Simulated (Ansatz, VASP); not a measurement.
**One calculation of CdSe, two programs**

```
CELL_PARAMETERS angstrom
4.27321 0.00000 0.00000
-2.13660 3.70070 0.00000
0.00000 0.00000 7.01000
ATOMIC_POSITIONS crystal
Cd 0.33333 0.66667 0.00081
Cd 0.66667 0.33333 0.50081
Se 0.33333 0.66667 0.37519
Se 0.66667 0.33333 0.87519
```

Alike in both runs: functional PBE; k mesh 8 × 8 × 5; occupations gaussian, width 0.05 eV; no spin polarisation.

Ansatz relaxed the structure, and its values are those at the end. VASP's run is a single point on that final structure, the one shown.

|  | VASP | Ansatz |
| --- | --- | --- |
| version | VASP 6.6.1 | Ansatz 0.2.0 |
| potentials or method | VASP PAW PBE potentials, release 64 (Cd, Se) | scalar-relativistic, plane waves, PAW |
| plane-wave cutoff (eV) | 520 | 420 |
| valence electrons in the cell | 36 | 72 |

Ansatz gave:

```
pressure (GPa) : 3.7
```

What did VASP give for the same quantities?

Pressure (GPa): 4.1.

VASP's potentials hold 36 valence electrons a cell and Ansatz's 72, so a difference there can come from the potentials and not from the codes. Ansatz's warnings: stress scf threshold loose.
